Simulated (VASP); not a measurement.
# Pt (P6_3/mmc) in VASP: further runs

The runs below take Pt through single point, with LDA.

Program: VASP 6.6.1. These are calculated values, not measurements. Logs are shortened: lines on timing, memory, paths and dates and some standing lists are left out, and cuts for length are marked.

**1. The cell of the first run**

The structure is hexagonal, space group P6_3/mmc (No. 194). Conventional cell: a = 2.580 Å, b = 2.580 Å, c = 4.456 Å, α = 90.00°, β = 90.00°, γ = 120.00°. Pt (site symmetry -6m2) has 12 Pt at 2.58 to 2.68 Å within 3.4 Å.

This isn't the form of Pt at room conditions, which is fcc.

**2. Single point, LDA, collinear spin (12.85 Å³/atom)**

INCAR reads:

```
PREC = Accurate
ENCUT = 520
EDIFF = 1E-7
ISMEAR = 0
SIGMA = 0.15
LREAL = F
LASPH = T
NELM = 150
ALGO = Fast
ISIF = 2
LWAVE = F
LCHARG = F
ISPIN = 2
MAGMOM = 0.35 0.35
LORBIT = 11
NUPDOWN = 0.7
LMAXMIX = 4
GGA = CA
NBANDS = 21
```

KPOINTS reads:

```
Automatic mesh
0
Gamma
  21 21 10
```

POSCAR reads:

```
Pt
1.0
    2.5804946569      0.0000000000      0.0000000000
   -1.2902473284      2.2347739272      0.0000000000
    0.0000000000      0.0000000000      4.4558335951
Pt
2
Direct
    0.6666666667      0.3333333333      0.7500000000
    0.3333333333      0.6666666667      0.2500000000
```

Potentials or basis: VASP PAW LDA potentials, release 64 (Pt).

Command:

```console
cat potpaw_LDA.64/Pt/POTCAR > POTCAR
mpirun -np 1 vasp_std > vasp.out
```

OUTCAR:

```text
PREC = Accurate
   ENCUT = 520
   EDIFF = 1E-7
   ISMEAR = 0
   LREAL = F
   LASPH = T
   NELM = 150
   ISIF = 2
   ISPIN = 2
   LORBIT = 11
   NUPDOWN = 0.7
   GGA = CA

 ion  position               nearest neighbor table
   1  0.667  0.333  0.750-   2 2.68   2 2.68   2 2.68   2 2.68   2 2.68   2 2.68
   2  0.333  0.667  0.250-   1 2.68   1 2.68   1 2.68   1 2.68   1 2.68   1 2.68

  LATTYP: Found a hexagonal cell.
 ALAT       =     2.5804946569
 C/A-ratio  =     1.7267362221

  Lattice vectors:

 A1 = (   2.5804946569,   0.0000000000,   0.0000000000)
 A2 = (  -1.2902473284,   2.2347739272,   0.0000000000)
 A3 = (   0.0000000000,   0.0000000000,   4.4558335951)

Analysis of symmetry for initial positions (statically):
=====================================================================
 Subroutine PRICEL returns:
 Original cell was already a primitive cell.

 Routine SETGRP: Setting up the symmetry group for a
 hexagonal supercell.

 Subroutine GETGRP returns: Found 24 space group operations
 (whereof 12 operations were pure point group operations)
 out of a pool of 24 trial point group operations.

The static configuration has the point symmetry D_3d.
 The point group associated with its full space group is D_6h.

Analysis of symmetry for dynamics (positions and initial velocities):
=====================================================================
 Subroutine PRICEL returns:
 Original cell was already a primitive cell.

 Routine SETGRP: Setting up the symmetry group for a
 hexagonal supercell.

 Subroutine GETGRP returns: Found 24 space group operations
 (whereof 12 operations were pure point group operations)
 out of a pool of 24 trial point group operations.

The dynamic configuration has the point symmetry D_3d.
 The point group associated with its full space group is D_6h.

Analysis of structural, dynamic, and magnetic symmetry:
=====================================================================
 Subroutine PRICEL returns:
 Original cell was already a primitive cell.

 Routine SETGRP: Setting up the symmetry group for a
 hexagonal supercell.

 Subroutine GETGRP returns: Found 24 space group operations
 (whereof 12 operations were pure point group operations)
 out of a pool of 24 trial point group operations.

The overall configuration has the point symmetry D_3d.
 The point group associated with its full space group is D_6h.

 Subroutine INISYM returns: Found 24 space group operations
 (whereof 12 operations are pure point group operations),
 and found     1 'primitive' translations

----------------------------------------------------------------------------------------

                                     Primitive cell

  volume of cell :      25.6960

  direct lattice vectors                    reciprocal lattice vectors
     2.580494657  0.000000000  0.000000000     0.387522600  0.223736278  0.000000000
    -1.290247328  2.234773927  0.000000000     0.000000000  0.447472555  0.000000000
     0.000000000  0.000000000  4.455833595     0.000000000  0.000000000  0.224424898

  length of vectors
     2.580494657  2.580494657  4.455833595     0.447472555  0.447472555  0.224424898

  position of ions in fractional coordinates (direct lattice)
     0.666666667  0.333333333  0.750000000
     0.333333333  0.666666667  0.250000000

  ion indices of the primitive-cell ions
   primitive index   ion index
                 1           1
                 2           2

----------------------------------------------------------------------------------------

 KPOINTS: Automatic mesh

Automatic generation of k-mesh.
 Grid dimensions read from file:
 generate k-points for:   21   21   10

 Generating k-lattice:

  Cartesian coordinates                     Fractional coordinates (reciprocal lattice)
     0.018453457  0.010654108  0.000000000     0.047619048 -0.000000000  0.000000000
     0.000000000  0.021308217  0.000000000     0.000000000  0.047619048  0.000000000
     0.000000000  0.000000000  0.022442490     0.000000000  0.000000000  0.100000000

  Length of vectors
     0.021308217  0.021308217  0.022442490

  Shift w.r.t. Gamma in fractional coordinates (k-lattice)
     0.000000000  0.000000000  0.000000000

 Subroutine IBZKPT returns following result:
 ===========================================

 Found    288 irreducible k-points:

 Following reciprocal coordinates:
            Coordinates               Weight
  0.000000  0.000000  0.000000      1.000000
  0.047619  0.000000  0.000000      6.000000
  0.095238  0.000000  0.000000      6.000000
  0.142857  0.000000  0.000000      6.000000
  0.190476  0.000000  0.000000      6.000000
  0.238095 -0.000000  0.000000      6.000000
[... 16 lines left out ...]
  0.142857  0.095238  0.000000     12.000000
  0.190476  0.095238  0.000000     12.000000
 [... further k-points ...]
   k-points           NKPTS =    288   k-points in BZ     NKDIM =    288   number of bands    NBANDS=     21
   number of dos      NEDOS =    301   number of ions     NIONS =      2
   total plane-waves  NPLWV =  14400
   dimension x,y,z NGX =    20 NGY =   20 NGZ =   36
   dimension x,y,z NGXF=    40 NGYF=   40 NGZF=   72
   ions per type =               2
   NGX,Y,Z   is equivalent  to a cutoff of  12.88, 12.88, 13.43 a.u.
   NGXF,Y,Z  is equivalent  to a cutoff of  25.77, 25.77, 26.86 a.u.
 SYSTEM =  unknown system
   PREC   = accura    normal or accurate (medium, high low for compatibility)
   ISTART =      0    job   : 0-new  1-cont  2-samecut
   ICHARG =      2    charge: 1-file 2-atom 10-const
   ISPIN  =      2    spin polarized calculation?
   LNONCOLLINEAR =      F non collinear calculations
   LSORBIT =      F    spin-orbit coupling
   LASPH  =      T    aspherical Exc in radial PAW
   ENCUT  =  520.0 eV  38.22 Ry    6.18 a.u.   4.80  4.80  8.28*2*pi/ulx,y,z
   NELM   =    150;   NELMIN=  2; NELMDL= -5     # of ELM steps
   EDIFF  = 0.1E-06   stopping-criterion for ELM
   LREAL  =      F    real-space projection
   EDIFFG = 0.1E-05   stopping-criterion for IOM
   NSW    =      0    number of steps for IOM
   IBRION =     -1    ionic relax: 0-MD 1-quasi-New 2-CG
   NFREE  =      0    steps in history (QN), initial steepest desc. (CG)
   ISIF   =      2    stress and relaxation
   ISYM   =      2    0-nonsym 1-usesym 2-fastsym
   POTIM  = 0.5000    time-step for ionic-motion
   TEBEG  =    0.0;   TEEND  =   0.0 temperature during run
   PSTRESS=    0.0 pullay stress
   NELECT =      20.0000    total number of electrons
   NUPDOWN=       0.7000    fix difference up-down
   EMIN   =  10.00;   EMAX   =-10.00  energy-range for DOS
   EFERMI =   0.00;   METHOD = LEGACY
   ISMEAR =     0;   SIGMA  =   0.15  broadening in eV -4-tet -1-fermi 0-gaus
   EFERMI_NEDOS =   21; number of points for ismear=-14 and -15
   IALGO  =     68    algorithm
   IMIX   =      4    mixing-type and parameters
     AMIX     =   0.40;   BMIX     =  1.00
     AMIX_MAG =   1.60;   BMIX_MAG =  1.00
  volume/ion in A,a.u.               =      12.85        86.70
  Fermi-wavevector in a.u.,A,eV,Ry     =   1.505901  2.845740 30.854432  2.267737
  Thomas-Fermi vector in A             =   2.616689
   LORBIT       =     11    0 simple, 1 ext, 2 COOP (PROOUT), +10 PAW based schemes
   GGA     = CA    functional components
   LHFCALC =     F    Hartree Fock is set to
   AEXX    =    0.0000 exact exchange contribution
   IVDW    =     0    specifies the selected vdW correction
   LEPSILON=     F    determine dielectric tensor
   LRPA    =     F    only Hartree local field effects (RPA)
 spin polarized calculation
 RMM-DIIS sequential band-by-band and
 Gauss-broadening in eV      SIGMA  =   0.15
  energy-cutoff  :      520.00
  volume of cell :       25.70
 maximum number of plane-waves:       713
 NGX is ok and might be reduce to    20
   NGX =  9   NGY =  9   NGZ = 17

 number of electron      20.0000001 magnetization       0.7000000

 Free energy of the ion-electron system (eV)
  ---------------------------------------------------
  ext. energy  EPLUGINS =         0.00000000
  ---------------------------------------------------
  free energy    TOTEN  =       -14.12027169 eV

  energy without entropy =      -14.09216407  energy(sigma->0) =      -14.10621788

 E-fermi :  14.3970     XC(G=0): -14.6273

 val. band max:       14.7067809790   @ k =   0.3333   0.0952   0.4000
 cond. band min:      14.4055090246   @ k =   0.1429   0.0000   0.4000
 fundamental gap:     -0.3012719544
 Fermi energy:        14.7096266289

 spin component 1

 k-point     1 :       0.0000    0.0000    0.0000
  band No.  band energies     occupation
      1       2.3428      1.00000
      2       5.0949      1.00000
      3       8.9403      1.00000
      4       9.6519      1.00000
      5       9.6519      1.00000
      6      10.1883      1.00000
[... 13 lines left out ...]
     20      37.6050      0.00000
     21      39.2410      0.00000

 k-point     2 :       0.0476    0.0000    0.0000
  band No.  band energies     occupation
      1       2.4444      1.00000
      2       5.1909      1.00000
      3       8.9323      1.00000
      4       9.6392      1.00000
      5       9.7368      1.00000
      6      10.1278      1.00000
[... 13 lines left out ...]
     20      37.6737      0.00000
     21      40.4846      0.00000

 k-point     3 :       0.0952    0.0000    0.0000
  band No.  band energies     occupation
      1       2.7425      1.00000
      2       5.4653      1.00000
      3       8.8584      1.00000
      4       9.6547      1.00000
      5       9.9838      1.00000
      6       9.9891      1.00000
[... 13 lines left out ...]
     20      38.0385      0.00000
     21      41.4739      0.00000
[... 457 lines left out ...]
 k-point    23 :       0.1429    0.0952    0.0000
  band No.  band energies     occupation
      1       4.0871      1.00000
      2       6.5486      1.00000
      3       8.2914      1.00000
      4       9.1088      1.00000
      5       9.3846      1.00000
      6      10.2107      1.00000
[... 13 lines left out ...]
     20      38.3286      0.00000
     21      40.1977      0.00000

 k-point    24 :       0.1905    0.0952    0.0000
  band No.  band energies     occupation
      1       4.7573      1.00000
      2       6.8168      1.00000
      3       8.2587      1.00000
      4       8.4376      1.00000
      5       9.2261      1.00000
      6      10.1466      1.00000
[... 13 lines left out ...]
     20      37.6748      0.00000
     21      39.0507      0.00000

 [... further k-points ...]

 spin component 2

 k-point     1 :       0.0000    0.0000    0.0000
  band No.  band energies     occupation
      1       2.4258      1.00000
      2       5.2359      1.00000
      3       9.1410      1.00000
      4       9.8411      1.00000
      5       9.8411      1.00000
      6      10.3822      1.00000
[... 13 lines left out ...]
     20      37.7175      0.00000
     21      39.3095      0.00000

 k-point     2 :       0.0476    0.0000    0.0000
  band No.  band energies     occupation
      1       2.5275      1.00000
      2       5.3323      1.00000
      3       9.1314      1.00000
      4       9.8293      1.00000
      5       9.9264      1.00000
      6      10.3208      1.00000
[... 13 lines left out ...]
     20      37.7700      0.00000
     21      40.5637      0.00000

 k-point     3 :       0.0952    0.0000    0.0000
  band No.  band energies     occupation
      1       2.8257      1.00000
      2       5.6080      1.00000
      3       9.0516      1.00000
      4       9.8480      1.00000
      5      10.1749      1.00000
      6      10.1794      1.00000
[... 13 lines left out ...]
     20      38.1351      0.00000
     21      41.5858      0.00000
[... 457 lines left out ...]
 k-point    23 :       0.1429    0.0952    0.0000
  band No.  band energies     occupation
      1       4.1730      1.00000
      2       6.6993      1.00000
      3       8.4679      1.00000
      4       9.2548      1.00000
      5       9.5667      1.00000
      6      10.4121      1.00000
[... 13 lines left out ...]
     20      38.4359      0.00000
     21      40.2947      0.00000

 k-point    24 :       0.1905    0.0952    0.0000
  band No.  band energies     occupation
      1       4.8470      1.00000
      2       6.9745      1.00000
      3       8.4272      1.00000
      4       8.5859      1.00000
      5       9.4054      1.00000
      6      10.3304      1.00000
[... 13 lines left out ...]
     20      37.7783      0.00000
     21      39.1681      0.00000

 [... further k-points ...]
[... 5 lines left out ...]
  --------------------------------------------------------------------------------------
  -------------------------------------------------------------------------------------
  Total       11.3916305     11.3916305      9.4367764      0.0000000      0.0000000      0.0000000
  in kB      710.2822300    710.2822300    588.3946607      0.0000000      0.0000000      0.0000000
  external PRESSURE =     669.6530402 kB  Pullay stress =       0.0000000 kB

 VOLUME and BASIS-vectors are now :
 -----------------------------------------------------------------------------
  energy-cutoff  :      520.00
  volume of cell :       25.70
      direct lattice vectors                 reciprocal lattice vectors
     2.580494657  0.000000000  0.000000000     0.387522600  0.223736278  0.000000000
    -1.290247328  2.234773927  0.000000000     0.000000000  0.447472555  0.000000000
     0.000000000  0.000000000  4.455833595     0.000000000  0.000000000  0.224424898

 POSITION                                       TOTAL-FORCE (eV/Angst)
 -----------------------------------------------------------------------------------
      1.29025      0.74492      3.34188         0.000000      0.000000      0.000000
     -0.00000      1.48985      1.11396         0.000000      0.000000      0.000000
 -----------------------------------------------------------------------------------
    total drift:                               -0.000000      0.000000     -0.000000

  FREE ENERGIE OF THE ION-ELECTRON SYSTEM (eV)
  ---------------------------------------------------
  free  energy   TOTEN  =       -14.1202716902 eV

  energy  without entropy=      -14.0921640685  energy(sigma->0) =      -14.10621788

 total charge

# of ion       s       p       d       tot
------------------------------------------
    1        0.742   0.847   8.245   9.834
    2        0.742   0.847   8.245   9.834
--------------------------------------------------
tot          1.484   1.693  16.490  19.667

 magnetization (x)

# of ion       s       p       d       tot
------------------------------------------
    1        0.003   0.003   0.335   0.341
    2        0.003   0.003   0.335   0.341
--------------------------------------------------
tot          0.006   0.006   0.669   0.682
```

Run time: 2.6 min. Hardware: 1 thread of AMD EPYC 9R45 (Zen 5), shared host; peak memory 0.27 GiB.

What came out:

- Free energy: -14.1203 eV
- Pressure: 67.0 GPa
- Net moment: 0.70 μB per cell
- Site moments: Pt +0.34 μB
- Valence electrons inside the program's atomic spheres: Pt 9.83

Stress tensor (GPa, compression positive):
```
71.03  0.00  0.00
 0.00 71.03  0.00
 0.00  0.00 58.84
```

Caveat: the cell stands under pressure; spin-orbit coupling is left out, which moves the levels of the heavy elements; the total moment is fixed, so each spin has its own Fermi level.

**3. Single point, LDA, collinear spin (13.52 Å³/atom)**

This run uses another cell than the first one, of 13.52 Å³/atom.

INCAR reads:

```
PREC = Accurate
ENCUT = 520
EDIFF = 1E-7
ISMEAR = 0
SIGMA = 0.15
LREAL = F
LASPH = T
NELM = 150
ALGO = Normal
ISIF = 2
LWAVE = F
LCHARG = F
ISPIN = 2
MAGMOM = 0.4 0.4
LORBIT = 11
NUPDOWN = 0.8
LMAXMIX = 4
NBANDS = 21
```

KPOINTS reads:

```
regular mesh
0
Gamma
  21 21 10
```

POSCAR reads:

```
Pt
1.0
    2.6244633715      0.0000000000      0.0000000000
   -1.3122316858      2.2728519510      0.0000000000
    0.0000000000      0.0000000000      4.5317559673
Pt
2
Direct
    0.6666666667      0.3333333333      0.7500000000
    0.3333333333      0.6666666667      0.2500000000
```

Potentials or basis: VASP PAW LDA potentials, release 64 (Pt).

Command:

```console
cat potpaw_LDA.64/Pt/POTCAR > POTCAR
mpirun -np 1 vasp_std > vasp.out
```

Wall time 1.7 min (1 thread of Intel Xeon 6975P-C (Granite Rapids), shared host); peak memory 0.31 GiB.

Results (log left out):

| Item | Value |
| --- | --- |
| Free energy | -14.5424 eV |
| Pressure | 39.1 GPa |
| Net moment | 0.80 μB per cell |
| Site moments | Pt +0.39 μB |
| Valence electrons inside the program's atomic spheres | Pt 9.65 |

Stress tensor (GPa, compression positive):
```
42.15  0.00  0.00
 0.00 42.15  0.00
 0.00  0.00 32.88
```

Caveat: the cell stands under pressure; spin-orbit coupling is left out, which moves the levels of the heavy elements; the total moment is fixed, so each spin has its own Fermi level.

**4. Single point, LDA, collinear spin (13.52 Å³/atom)**

This run uses another cell than the first one, of 13.52 Å³/atom.

INCAR reads:

```
SYSTEM = Pt
PREC     = Accurate       ! precision mode
ENCUT    = 520            ! plane-wave cutoff, eV
EDIFF    = 1E-7           ! SCF threshold, eV
ISMEAR   = 0              ! smearing method
SIGMA    = 0.15           ! smearing width, eV
LREAL    = .False.        ! projectors in reciprocal space
LASPH    = .True.         ! aspherical terms in the spheres
NELM     = 150            ! most SCF steps
ALGO     = Normal         ! electronic algorithm
ISIF     = 2              ! what is computed and relaxed
LWAVE    = .False.        ! write WAVECAR
LCHARG   = .True.         ! write CHGCAR
ISPIN    = 2              ! spin polarisation
MAGMOM   = 0.25 0.25      ! initial moments
LORBIT   = 11             ! projections on sites
NUPDOWN  = 0.5            ! fixed moment
LMAXMIX  = 4              ! l up to which the mixer works
LELF     = .True.         ! ELF
LVHAR    = .True.       
NBANDS   = 21             ! bands
```

KPOINTS reads:

```
Automatic mesh
0
Gamma
  21 21 10
  0 0 0
```

POSCAR is that of step 3.

Command:

```console
cat potpaw_LDA.64/Pt/POTCAR > POTCAR
mpirun -np 1 vasp_std > vasp.out
```

Wall time 1.8 min (1 thread of Intel Xeon 6975P-C (Granite Rapids), shared host); peak memory 0.31 GiB.

Results (log left out):

```yaml
Free_energy: -14.5795 eV
Pressure: 38.4 GPa
Net_moment: 0.50 μB per cell
Site_moments: Pt +0.24 μB
Valence_electrons_inside_the_program's_atomic_spheres: Pt 9.65
```

Stress tensor (GPa, compression positive):
```
40.76  0.00  0.00
 0.00 40.76  0.00
 0.00  0.00 33.64
```

Caveat: the cell stands under pressure; spin-orbit coupling is left out, which moves the levels of the heavy elements; the total moment is fixed, so each spin has its own Fermi level.

**5. The runs side by side**

```csv
fixed moment (μB),cell,pressure (GPa),moment (μB)
0.7,"a = 2.580, b = 2.580, c = 4.456 Å, angles 90.0, 90.0, 120.0°, 2 atoms",67.0,0.70
0.8,"a = 2.624, b = 2.624, c = 4.532 Å, angles 90.0, 90.0, 120.0°, 2 atoms",39.1,0.80
0.5,"a = 2.624, b = 2.624, c = 4.532 Å, angles 90.0, 90.0, 120.0°, 2 atoms",38.4,0.50
```

Alike in all rows: task single point; level LDA; potentials or basis VASP PAW LDA potentials, release 64 (Pt); spin collinear; k mesh 21 × 21 × 10; cutoff (eV) 520; smearing gaussian 0.15 eV.

Caveats: the cell stands under pressure; spin-orbit coupling is left out, which moves the levels of the heavy elements; the total moment is fixed, so each spin has its own Fermi level.

Total energies depend on the potentials used, so only differences within one code and one set of settings carry meaning.
